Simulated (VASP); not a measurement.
## CoCl3: single point with PBE

The system is CoCl3.

```
Co Cl
1.0
    -2.14430    2.14430    4.78986
     2.14430   -2.14430    4.78986
     2.14430    2.14430   -4.78986
Co Cl
1 3
Direct
  0.00000 0.00000 0.00000
  0.50000 0.50000 0.00000
  0.25000 0.75000 0.50000
  0.75000 0.25000 0.50000
```

```json
{
 "Program": "VASP 6.6.1",
 "Task": "single point",
 "Functional": "PBE",
 "Potentials or basis": "VASP PAW PBE potentials, release 64 (Co, Cl)",
 "Cutoff": "520 eV",
 "k mesh": "6 × 6 × 6",
 "Occupations": "gaussian, width 0.1 eV",
 "Spin": "collinear spin, ferromagnetic start",
 "Starting moments": "[3.0, 0.0, 0.0, 0.0] μB"
}
```

The pressure is -3.7 GPa and the net moment is 3.84 μB per cell. The site moments are Co +2.50; Cl +0.21, +0.43 (each value once) μB. The valence electrons inside the program's atomic spheres are Co 7.30; Cl 5.04, 4.98 (each value once).

Stress tensor (GPa, compression positive):
```
-4.70  0.00  0.00
 0.00 -4.70  0.00
 0.00  0.00 -1.76
```

Levels at points of the mesh, in eV from the Fermi level:
Spin up:
| k point | band 13 | band 14 | band 15 | band 16 | band 17 | band 18 | band 19 | band 20 | band 21 | band 22 |
| --- | --- | --- | --- | --- | --- | --- | --- | --- | --- | --- |
| (0.00, 0.00, 0.00) | -2.14 | -1.16 | -0.35 | -0.35 | -0.35 | 0.67 | 6.38 | 8.12 | 8.12 | 8.67 |
| (0.50, 0.00, 0.00) | -2.09 | -2.09 | -0.98 | -0.92 | -0.26 | 3.23 | 5.41 | 6.56 | 7.08 | 10.74 |
| (0.50, 0.50, 0.00) | -1.70 | -1.11 | -0.45 | 0.06 | 0.07 | 1.39 | 6.76 | 7.54 | 8.72 | 9.85 |
| (0.50, 0.50, 0.50) | -1.43 | -1.43 | -1.38 | -0.35 | -0.35 | 2.32 | 6.61 | 7.98 | 8.18 | 9.05 |
Spin down:
```csv
k point,band 11,band 12,band 13,band 14,band 15,band 16
"(0.00, 0.00, 0.00)",-0.29,0.00,0.07,0.26,0.26,0.31
"(0.50, 0.00, 0.00)",-1.18,-0.85,-0.23,0.07,0.32,0.47
"(0.50, 0.50, 0.00)",-0.76,-0.14,0.12,0.17,0.52,0.70
"(0.50, 0.50, 0.50)",-1.02,-0.86,-0.19,-0.19,0.08,0.52
```

It took 6.2 min on 1 thread of Intel(R) Xeon(R) Platinum 8259CL CPU @ 2.50GHz (Skylake/Cascade Lake), with other jobs on the host, peak memory 0.37 GiB.

Caveat: the cell stands under tension; a cell with one magnetic atom can't hold antiferromagnetic order, which such compounds often take; semilocal functionals often make such compounds metallic where correlation or magnetic order opens a gap, which also shifts bond lengths. With open d or f shells a metallic result of PBE can be an artefact of self-interaction; +U or a hybrid may open a gap.
